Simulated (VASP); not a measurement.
A run of VASP 6.6.1 is set up as follows.

The input INCAR:

```
ALGO = Normal
EDIFF = 1E-7
ENCUT = 520
GGA = PS
ISIF = 2
ISMEAR = 0
LASPH = T
LCHARG = F
LREAL = F
LWAVE = F
NBANDS = 26
NELM = 80
PREC = Accurate
SIGMA = 0.05
```

File KPOINTS:

```
k-points
0
Gamma
  12 12 4
```

The input POSCAR:

```
SiC
1.0
    2.9344000000      0.0000000000      0.0000000000
   -1.4672000000      2.5412649449      0.0000000000
    0.0000000000      0.0000000000      9.5384000000
Si C
4 4
Direct
    0.6666666667      0.3333333333      0.9378278494
    0.3333333333      0.6666666667      0.4378278494
    0.0000000000      0.0000000000      0.6878973398
    0.0000000000      0.0000000000      0.1878973398
    0.6666666667      0.3333333333      0.7498191768
    0.3333333333      0.6666666667      0.2498191768
    0.0000000000      0.0000000000      0.5004546340
    0.0000000000      0.0000000000      0.0004546340
```

Potentials or basis: VASP PAW PBE potentials, release 64 (Si, C).

Run with:

```bash
$ cat potpaw_PBE.64/Si/POTCAR potpaw_PBE.64/C/POTCAR > POTCAR
$ mpirun -np 1 vasp_std > vasp.out
```

Question: What does it give for the largest force?

Answer: 0.197 eV/Å.

Question: What does it give for the band gap on the k mesh?

Answer: 2.16 eV, indirect (least direct gap 3.29 eV).

Question: Predict the pressure.

Answer: 45.0 GPa.

Stress tensor (GPa, compression positive):
```
43.32  0.00  0.00
 0.00 43.32  0.00
 0.00  0.00 48.46
```

Caveat: the PAW data sets were made with another functional, which shifts forces and pressure a little. A k mesh can miss the band edges.
